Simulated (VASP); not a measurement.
Crystal: KBr.

```
K Br
1.0
     3.97587    0.00000    0.00000
     0.00000    3.97587    0.00000
     0.00000    0.00000    3.97587
K Br
1 1
Direct
  0.00000 0.00000 0.00000
  0.50000 0.50000 0.50000
```

Base run:

```yaml
Program: VASP 6.6.1
Functional: r2SCAN
Potentials_or_basis: VASP PAW PBE potentials, release 64 (K_sv, Br)
Cutoff: 520 eV
k_mesh: 4 × 4 × 4
Occupations: gaussian, width 0.01 eV
Spin: no spin polarisation
```

Its results: band gap on the k mesh 4.77 eV, indirect (least direct gap 5.05 eV); pressure 0.0 GPa.

Question: The run is repeated on the same cell with these changes: functional from r2SCAN to HSE06. What comes out?

Answer: Band gap on the k mesh 5.19 eV, indirect (least direct gap 5.49 eV); pressure 0.5 GPa.

HSE06 gives the wider gap, since exact exchange removes part of the self-interaction.

Caveats: the PAW data sets were made with another functional, which shifts forces and pressure a little.

A k mesh can miss the band edges.
